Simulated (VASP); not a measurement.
The system is KF (Carobbiite).

```
CELL_PARAMETERS angstrom
0.00000 2.67185 2.67185
2.67185 0.00000 2.67185
2.67185 2.67185 0.00000
ATOMIC_POSITIONS crystal
K 0.00000 0.00000 0.00000
F 0.50000 0.50000 0.50000
```

Base run:

* Program: VASP 6.6.1
* Functional: PBEsol
* Potentials or basis: VASP PAW PBE potentials, release 64 (K_sv, F)
* Cutoff: 520 eV
* k mesh: 6 × 6 × 6
* Occupations: gaussian, width 0.01 eV
* Spin: no spin polarisation

Its results: band gap on the k mesh 6.03 eV, direct; pressure -0.6 GPa.

**Question.** The run is repeated on the same cell with these changes: functional from PBEsol to revPBE. What comes out?

**Answer.** Band gap on the k mesh 6.47 eV, direct; pressure 3.6 GPa.

revPBE binds less tightly than PBEsol, so the same cell stands under more pressure.

Caveats: the PAW data sets were made with another functional, which shifts forces and pressure a little.

